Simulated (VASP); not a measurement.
**Mg: single point with PBEsol**

Crystal: Mg.

```
CELL_PARAMETERS angstrom
2.69315 0.00000 0.00000
-1.34658 2.33234 0.00000
0.00000 0.00000 4.32863
ATOMIC_POSITIONS crystal
Mg 0.33333 0.66667 0.25000
Mg 0.66667 0.33333 0.75000
```

| Property | Result |
| --- | --- |
| Program | VASP 6.6.1 |
| Task | single point |
| Functional | PBEsol |
| Potentials or basis | VASP PAW PBE potentials, release 64 (Mg) |
| Cutoff | 600 eV |
| k mesh | 15 × 15 × 8 |
| Occupations | gaussian, width 0.1 eV |
| Spin | no spin polarisation |
| Dipole correction | no |
| Further INCAR settings | ALGO = Normal; EDIFF = 1e-06; NBANDS = 9 |

The pressure is 51.1 GPa. The band gap on the k mesh is zero (bands 2 and 3 overlap by 2.16 eV).

Levels at points of the mesh, in eV from the Fermi level:
```tsv
k point	band 1	band 2	band 3	band 4	band 5	band 6
(0.00, 0.00, 0.00)	-9.50	-2.47	-1.15	14.10	14.10	15.27
(0.00, 0.00, 0.50)	-7.51	-7.51	6.95	6.95	14.92	14.92
```

Wall time 15 s on 1 thread of Intel(R) Xeon(R) Platinum 8559C (Emerald Rapids), with other jobs on the host, peak memory 0.18 GiB.

Caveat: the cell stands under pressure; the PAW data sets were made with another functional, which shifts forces and pressure a little.
